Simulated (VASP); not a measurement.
# SiNi3 (Pm-3m) in VASP: settings compared

Aim: see how the results for SiNi3 move with the level of theory and the settings. Levels: PBEsol, PBE. Tasks: single point.

Everything below comes from runs of VASP 6.6.1. Logs are shortened: lines on timing, memory, paths and dates and some standing lists are left out, and cuts for length are marked.

## 1. The cell of the first run

Symmetry: Pm-3m, No. 221, cubic system. Conventional cell: a = 3.470 Å, b = 3.470 Å, c = 3.470 Å, α = 90.00°, β = 90.00°, γ = 90.00°. Ni (site symmetry 4/mmm) has 8 Ni at 2.45 Å and 4 Si at 2.45 Å within 3.2 Å. Si (site symmetry m-3m) has 12 Ni at 2.45 Å within 3.2 Å.

## 2. Single point, PBEsol, collinear spin, ferromagnetic start

The input, INCAR:

```
SYSTEM = SiNi3
ALGO = Normal ; EDIFF = 1E-6
ENCUT = 590 ; GGA = PS
GGA_COMPAT = .False. ; ISIF = 2
ISMEAR = -1 ; ISPIN = 2
LASPH = .True. ; LCHARG = .False.
LMAXMIX = 4 ; LORBIT = 11
LREAL = .False. ; LWAVE = .False.
MAGMOM = 1 1 1 0 ; NBANDS = 41
NELM = 200 ; PREC = Accurate
SIGMA = 0.05
```

The input, KPOINTS:

```
k-points
0
Gamma
  8 8 8
  0 0 0
```

The input, POSCAR:

```
SiNi3
1.0
    3.4696939971      0.0000000000      0.0000000000
    0.0000000000      3.4696939971      0.0000000000
    0.0000000000      0.0000000000      3.4696939971
Ni Si
3 1
Direct
    0.5000000000      0.5000000000      0.0000000000
    0.5000000000      0.0000000000      0.5000000000
    0.0000000000      0.5000000000      0.5000000000
    0.0000000000      0.0000000000      0.0000000000
```

Potentials or basis: VASP PAW PBE potentials, release 64 (Ni_sv_GW, Si).

Command:

```
cat potpaw_PBE.64/Ni_sv_GW/POTCAR potpaw_PBE.64/Si/POTCAR > POTCAR
mpirun -np 1 vasp_std > vasp.out
```

OUTCAR:

```text
SYSTEM = SiNi3
   EDIFF = 1E-6
   ENCUT = 590
   GGA = PS
   ISIF = 2
   ISMEAR = -1
   ISPIN = 2
   LASPH = .True.
   LORBIT = 11
   LREAL = .False.
   NELM = 200
   PREC = Accurate

 ion  position               nearest neighbor table
   1  0.500  0.500  0.000-   2 2.45   3 2.45   4 2.45   2 2.45   3 2.45   2 2.45   4 2.45   2 2.45
                             3 2.45   4 2.45   3 2.45   4 2.45
   2  0.500  0.000  0.500-   1 2.45   3 2.45   4 2.45   1 2.45   4 2.45   1 2.45   3 2.45   1 2.45
                             3 2.45   4 2.45   4 2.45   3 2.45
   3  0.000  0.500  0.500-   1 2.45   2 2.45   4 2.45   1 2.45   4 2.45   2 2.45   4 2.45   4 2.45
                             1 2.45   2 2.45   1 2.45   2 2.45
   4  0.000  0.000  0.000-   1 2.45   2 2.45   3 2.45   2 2.45   3 2.45   1 2.45   3 2.45   3 2.45
                             1 2.45   2 2.45   2 2.45   1 2.45

  LATTYP: Found a simple cubic cell.
 ALAT       =     3.4696939971

  Lattice vectors:

 A1 = (   3.4696939971,   0.0000000000,   0.0000000000)
 A2 = (   0.0000000000,   3.4696939971,   0.0000000000)
 A3 = (   0.0000000000,   0.0000000000,   3.4696939971)

Analysis of symmetry for initial positions (statically):
=====================================================================
 Subroutine PRICEL returns:
 Original cell was already a primitive cell.

 Routine SETGRP: Setting up the symmetry group for a
 simple cubic supercell.

 Subroutine GETGRP returns: Found 48 space group operations
 (whereof 48 operations were pure point group operations)
 out of a pool of 48 trial point group operations.

The static configuration has the point symmetry O_h .

Analysis of symmetry for dynamics (positions and initial velocities):
=====================================================================
 Subroutine PRICEL returns:
 Original cell was already a primitive cell.

 Routine SETGRP: Setting up the symmetry group for a
 simple cubic supercell.

 Subroutine GETGRP returns: Found 48 space group operations
 (whereof 48 operations were pure point group operations)
 out of a pool of 48 trial point group operations.

The dynamic configuration has the point symmetry O_h .

Analysis of structural, dynamic, and magnetic symmetry:
=====================================================================
 Subroutine PRICEL returns:
 Original cell was already a primitive cell.

 Routine SETGRP: Setting up the symmetry group for a
 simple cubic supercell.

 Subroutine GETGRP returns: Found 48 space group operations
 (whereof 48 operations were pure point group operations)
 out of a pool of 48 trial point group operations.

The overall configuration has the point symmetry O_h .

 Subroutine INISYM returns: Found 48 space group operations
 (whereof 48 operations are pure point group operations),
 and found     1 'primitive' translations

----------------------------------------------------------------------------------------

                                     Primitive cell

  volume of cell :      41.7709

  direct lattice vectors                    reciprocal lattice vectors
     3.469693997  0.000000000  0.000000000     0.288209854  0.000000000  0.000000000
     0.000000000  3.469693997  0.000000000     0.000000000  0.288209854  0.000000000
     0.000000000  0.000000000  3.469693997     0.000000000  0.000000000  0.288209854

  length of vectors
     3.469693997  3.469693997  3.469693997     0.288209854  0.288209854  0.288209854

  position of ions in fractional coordinates (direct lattice)
     0.500000000  0.500000000  0.000000000
     0.500000000  0.000000000  0.500000000
     0.000000000  0.500000000  0.500000000
     0.000000000  0.000000000  0.000000000

  ion indices of the primitive-cell ions
   primitive index   ion index
                 1           1
                 2           2
                 3           3
                 4           4

----------------------------------------------------------------------------------------

 KPOINTS: k-points

Automatic generation of k-mesh.
 Grid dimensions read from file:
 generate k-points for:    8    8    8

 Generating k-lattice:

[... 22 lines left out ...]
  0.500000  0.000000  0.000000      3.000000
  0.125000  0.125000  0.000000     12.000000
[... 16 lines left out ...]
  0.375000  0.375000  0.125000     24.000000
  0.500000  0.375000  0.125000     24.000000
 [... further k-points ...]
   k-points           NKPTS =     35   k-points in BZ     NKDIM =     35   number of bands    NBANDS=     41
   number of dos      NEDOS =    301   number of ions     NIONS =      4
   total plane-waves  NPLWV =  21952
   dimension x,y,z NGX =    28 NGY =   28 NGZ =   28
   dimension x,y,z NGXF=    56 NGYF=   56 NGZF=   56
   ions per type =               3   1
   NGX,Y,Z   is equivalent  to a cutoff of  13.42, 13.42, 13.42 a.u.
   NGXF,Y,Z  is equivalent  to a cutoff of  26.83, 26.83, 26.83 a.u.
 SYSTEM =  SiNi3
   PREC   = accura    normal or accurate (medium, high low for compatibility)
   ISTART =      0    job   : 0-new  1-cont  2-samecut
   ICHARG =      2    charge: 1-file 2-atom 10-const
   ISPIN  =      2    spin polarized calculation?
   LNONCOLLINEAR =      F non collinear calculations
   LSORBIT =      F    spin-orbit coupling
   LASPH  =      T    aspherical Exc in radial PAW
   ENCUT  =  590.0 eV  43.36 Ry    6.59 a.u.   6.87  6.87  6.87*2*pi/ulx,y,z
   NELM   =    200;   NELMIN=  2; NELMDL= -5     # of ELM steps
   EDIFF  = 0.1E-05   stopping-criterion for ELM
   LREAL  =      F    real-space projection
   EDIFFG = 0.1E-04   stopping-criterion for IOM
   NSW    =      0    number of steps for IOM
   IBRION =     -1    ionic relax: 0-MD 1-quasi-New 2-CG
   NFREE  =      0    steps in history (QN), initial steepest desc. (CG)
   ISIF   =      2    stress and relaxation
   ISYM   =      2    0-nonsym 1-usesym 2-fastsym
   POTIM  = 0.5000    time-step for ionic-motion
   TEBEG  =    0.0;   TEEND  =   0.0 temperature during run
   PSTRESS=    0.0 pullay stress
   NELECT =      58.0000    total number of electrons
   NUPDOWN=      -1.0000    fix difference up-down
   EMIN   =  10.00;   EMAX   =-10.00  energy-range for DOS
   EFERMI =   0.00;   METHOD = LEGACY
   ISMEAR =    -1;   SIGMA  =   0.05  broadening in eV -4-tet -1-fermi 0-gaus
   EFERMI_NEDOS =   21; number of points for ismear=-14 and -15
   IALGO  =     38    algorithm
   IMIX   =      4    mixing-type and parameters
     AMIX     =   0.40;   BMIX     =  1.00
     AMIX_MAG =   1.60;   BMIX_MAG =  1.00
  volume/ion in A,a.u.               =      10.44        70.47
  Fermi-wavevector in a.u.,A,eV,Ry     =   1.826388  3.451372 45.384848  3.335692
  Thomas-Fermi vector in A             =   2.881711
   LORBIT       =     11    0 simple, 1 ext, 2 COOP (PROOUT), +10 PAW based schemes
   GGA     = PS    functional components
   LHFCALC =     F    Hartree Fock is set to
   AEXX    =    0.0000 exact exchange contribution
   IVDW    =     0    specifies the selected vdW correction
   LEPSILON=     F    determine dielectric tensor
   LRPA    =     F    only Hartree local field effects (RPA)
 spin polarized calculation
  energy-cutoff  :      590.00
  volume of cell :       41.77
 maximum number of plane-waves:      1382
 NGX is ok and might be reduce to    28
   NGX = 13   NGY = 13   NGZ = 13

 number of electron      57.9999899 magnetization      -0.0194540

 number of electron      57.9999899 magnetization       0.0005836

 Free energy of the ion-electron system (eV)
  ---------------------------------------------------
  ext. energy  EPLUGINS =         0.00000000
  ---------------------------------------------------
  free energy    TOTEN  =       -29.08580907 eV

  energy without entropy =      -29.06816337  energy(sigma->0) =      -29.07698622

 E-fermi :   9.7939     XC(G=0): -13.9098

 val. band max:        9.7320769036   @ k =   0.1250   0.1250   0.0000
 cond. band min:       9.8101646005   @ k =   0.5000   0.3750   0.3750
 fundamental gap:      0.0780876969
 Fermi energy:         9.7939223897

 spin component 1

 k-point     1 :       0.0000    0.0000    0.0000
  band No.  band energies     occupation
      1     -93.1498      1.00000
      2     -93.1082      1.00000
      3     -93.1082      1.00000
      4     -53.7811      1.00000
      5     -53.7811      1.00000
      6     -53.7811      1.00000
[... 1045 lines left out ...]
     40      24.8734      0.00000
     41      27.3683      0.00000

 [... further k-points ...]

 spin component 2

 k-point     1 :       0.0000    0.0000    0.0000
  band No.  band energies     occupation
      1     -93.1494      1.00000
      2     -93.1079      1.00000
      3     -93.1079      1.00000
      4     -53.7808      1.00000
      5     -53.7808      1.00000
      6     -53.7808      1.00000
[... 1045 lines left out ...]
     40      24.8734      0.00000
     41      27.1717      0.00000

 [... further k-points ...]

------------------------ aborting loop because EDIFF is reached ----------------------------------------

  FORCE on cell =-STRESS in cart. coord.  units (eV):
  Direction    XX          YY          ZZ          XY          YZ          ZX
  --------------------------------------------------------------------------------------
  -------------------------------------------------------------------------------------
  Total       -1.2346275     -1.2346275     -1.2346275     -0.0000000     -0.0000000      0.0000000
  in kB      -47.3557792    -47.3557792    -47.3557792     -0.0000000     -0.0000000      0.0000000
  external PRESSURE =     -47.3557792 kB  Pullay stress =       0.0000000 kB

 VOLUME and BASIS-vectors are now :
 -----------------------------------------------------------------------------
  energy-cutoff  :      590.00
  volume of cell :       41.77
      direct lattice vectors                 reciprocal lattice vectors
     3.469693997  0.000000000  0.000000000     0.288209854  0.000000000  0.000000000
     0.000000000  3.469693997  0.000000000     0.000000000  0.288209854  0.000000000
     0.000000000  0.000000000  3.469693997     0.000000000  0.000000000  0.288209854

 POSITION                                       TOTAL-FORCE (eV/Angst)
 -----------------------------------------------------------------------------------
      1.73485      1.73485      0.00000         0.000000      0.000000      0.000000
      1.73485      0.00000      1.73485         0.000000      0.000000      0.000000
      0.00000      1.73485      1.73485         0.000000      0.000000      0.000000
      0.00000      0.00000      0.00000         0.000000      0.000000      0.000000
 -----------------------------------------------------------------------------------
    total drift:                                0.000000      0.000000      0.000000

  FREE ENERGIE OF THE ION-ELECTRON SYSTEM (eV)
  ---------------------------------------------------
  free  energy   TOTEN  =       -29.0858090721 eV

  energy  without entropy=      -29.0681633695  energy(sigma->0) =      -29.07698622

 total charge

# of ion       s       p       d       f       tot
--------------------------------------------------
    1        2.239   6.367   7.866   0.006  16.478
    2        2.239   6.367   7.866   0.006  16.478
    3        2.239   6.367   7.866   0.006  16.478
    4        0.727   0.838   0.000   0.000   1.564
--------------------------------------------------
tot          7.443  19.940  23.599   0.017  50.999

 magnetization (x)

# of ion       s       p       d       f       tot
--------------------------------------------------
    1       -0.000  -0.000   0.000  -0.000   0.000
    2       -0.000  -0.000   0.000  -0.000   0.000
    3       -0.000  -0.000   0.000  -0.000   0.000
    4       -0.000  -0.000   0.000   0.000  -0.000
--------------------------------------------------
tot         -0.000  -0.000   0.000  -0.000   0.000
```

Run time: 3 min. Hardware: 1 thread of AMD EPYC 7R43 (Zen 3), shared host; peak memory 0.22 GiB.

Results:

| Quantity | Value |
| --- | --- |
| Free energy | -29.0858 eV |
| Pressure | -4.7 GPa |
| Band gap on the k mesh | zero (filled and empty bands overlap) |
| Net moment | 0.00 μB per cell |
| Valence electrons inside the program's atomic spheres | Ni 16.48; Si 1.56 |

Caveat: the cell stands under tension; the PAW data sets were made with another functional, which shifts forces and pressure a little.

## 3. Single point, PBE

This run uses another cell than the first one, of 11.11 Å³/atom.

The input, INCAR:

```
PREC     = Accurate       # precision mode
ENCUT    = 520            # plane-wave cutoff, eV
EDIFF    = 1E-7           # SCF threshold, eV
ISMEAR   = -1             # smearing method
SIGMA    = 0.05           # smearing width, eV
LREAL    = F              # projectors in reciprocal space
LASPH    = T              # aspherical terms in the spheres
NELM     = 60             # most SCF steps
ALGO     = Normal         # electronic algorithm
ISIF     = 2              # what is computed and relaxed
LWAVE    = F              # write WAVECAR
LCHARG   = T              # write CHGCAR
GGA      = PE             # functional
LELF     = T              # ELF
LVHAR    = T            
NBANDS   = 25             # bands
```

The input, KPOINTS:

```
Automatic mesh
0
Gamma
  8 8 8
```

The input, POSCAR:

```
SiNi3
1.0
    3.5420000000      0.0000000000      0.0000000000
    0.0000000000      3.5420000000      0.0000000000
    0.0000000000      0.0000000000      3.5420000000
Ni Si
3 1
Direct
    0.5000000000      0.5000000000      0.0000000000
    0.5000000000      0.0000000000      0.5000000000
    0.0000000000      0.5000000000      0.5000000000
    0.0000000000      0.0000000000      0.0000000000
```

Potentials or basis: VASP PAW PBE potentials, release 64 (Ni, Si).

Command:

```
cat potpaw_PBE.64/Ni/POTCAR potpaw_PBE.64/Si/POTCAR > POTCAR
mpirun -np 1 vasp_std > vasp.out
```

It took 23 s on 1 thread of Intel Xeon Platinum 8488C (Sapphire Rapids), shared host; peak memory 0.17 GiB.

Results (log left out):

```
Free energy            : -23.6626 eV
Pressure               : -5.9 GPa
Band gap on the k mesh : zero (bands 17 and 18 overlap by 0.23 eV)
```

Levels at points of the mesh, in eV from the Fermi level:
```tsv
k point	band 15	band 16	band 17	band 18	band 19	band 20
(0.00, 0.00, 0.00)	-0.60	-0.29	0.02	0.02	0.02	4.54
(0.50, 0.00, 0.00)	-1.10	-0.54	0.02	3.48	3.48	4.97
(0.50, 0.50, 0.00)	-1.06	-0.97	-0.91	0.62	0.62	5.40
(0.50, 0.50, 0.50)	-1.19	-0.33	-0.20	-0.20	-0.20	1.07
```

Caveat: the cell stands under tension. Spin polarisation is off, so any magnetic state and its effect on volume and gap are missing.

## 4. Single point, PBE, collinear spin, ferromagnetic start

This run uses another cell than the first one, of 11.11 Å³/atom.

The input, INCAR:

```
PREC     = Accurate       # precision mode
ENCUT    = 520            # plane-wave cutoff, eV
EDIFF    = 1E-6           # SCF threshold, eV
ISMEAR   = -1             # smearing method
SIGMA    = 0.05           # smearing width, eV
LREAL    = False          # projectors in reciprocal space
LASPH    = True           # aspherical terms in the spheres
NELM     = 150            # most SCF steps
ALGO     = Normal         # electronic algorithm
ISIF     = 2              # what is computed and relaxed
LWAVE    = False          # write WAVECAR
LCHARG   = True           # write CHGCAR
ISPIN    = 2              # spin polarisation
MAGMOM   = 1 1 1 0        # initial moments
LORBIT   = 11             # projections on sites
LMAXMIX  = 4              # l up to which the mixer works
GGA      = PE             # functional
LELF     = True           # ELF
LVHAR    = True         
NBANDS   = 29             # bands
```

KPOINTS is that of step 3.

POSCAR is that of step 3.

Command:

```
cat potpaw_PBE.64/Ni/POTCAR potpaw_PBE.64/Si/POTCAR > POTCAR
mpirun -np 1 vasp_std > vasp.out
```

Wall time 53 s (1 thread of Intel Xeon Platinum 8488C (Sapphire Rapids), shared host); peak memory 0.21 GiB.

The run converged. Its results:

```
Free energy                                           : -23.6626 eV
Pressure                                              : -5.9 GPa
Band gap on the k mesh                                : zero (filled and empty bands overlap)
Net moment                                            : 0.00 μB per cell
Valence electrons inside the program's atomic spheres : Ni 9.40; Si 1.53
```

Levels at points of the mesh, in eV from the Fermi level:
Spin up:
| k point | band 13 | band 14 | band 15 | band 16 | band 17 | band 18 | band 19 | band 20 | band 21 | band 22 |
| --- | --- | --- | --- | --- | --- | --- | --- | --- | --- | --- |
| (0.00, 0.00, 0.00) | -0.85 | -0.60 | -0.60 | -0.29 | 0.02 | 0.02 | 0.02 | 4.54 | 6.18 | 6.18 |
| (0.50, 0.00, 0.00) | -1.26 | -1.24 | -1.10 | -0.54 | 0.02 | 3.48 | 3.48 | 4.97 | 5.20 | 5.20 |
| (0.50, 0.50, 0.00) | -1.37 | -1.36 | -1.06 | -0.97 | -0.91 | 0.62 | 0.62 | 5.40 | 6.18 | 7.56 |
| (0.50, 0.50, 0.50) | -1.38 | -1.19 | -1.19 | -0.33 | -0.20 | -0.20 | -0.20 | 1.07 | 3.89 | 3.89 |
Spin down:
```csv
k point,band 14,band 15,band 16,band 17,band 18,band 19,band 20,band 21
"(0.00, 0.00, 0.00)",-0.60,-0.60,-0.29,0.02,0.02,0.02,4.54,6.18
"(0.50, 0.00, 0.00)",-1.24,-1.10,-0.54,0.02,3.48,3.48,4.97,5.20
"(0.50, 0.50, 0.00)",-1.36,-1.06,-0.97,-0.91,0.62,0.62,5.40,6.18
"(0.50, 0.50, 0.50)",-1.19,-1.19,-0.33,-0.20,-0.20,-0.20,1.07,3.89
```

Caveat: the cell stands under tension.

## 5. Summary

```csv
level,potentials or basis,spin,cell,cutoff (eV),gap on the mesh (eV),pressure (GPa),moment (μB)
PBEsol,"VASP PAW PBE potentials, release 64 (Ni_sv_GW, Si)","collinear, ferromagnetic start","a = 3.470 Å, 4 atoms",590,none,-4.7,0.00
PBE,"VASP PAW PBE potentials, release 64 (Ni, Si)",off,"a = 3.542 Å, 4 atoms",520,none,-5.9,-
PBE,"VASP PAW PBE potentials, release 64 (Ni, Si)","collinear, ferromagnetic start","a = 3.542 Å, 4 atoms",520,none,-5.9,0.00
```

Alike in all rows: task single point; k mesh 8 × 8 × 8; smearing fermi-dirac 0.05 eV.

Caveats: the cell stands under tension; the PAW data sets were made with another functional, which shifts forces and pressure a little (at least some runs).

Absolute energies hang on the potentials; compare differences alone.
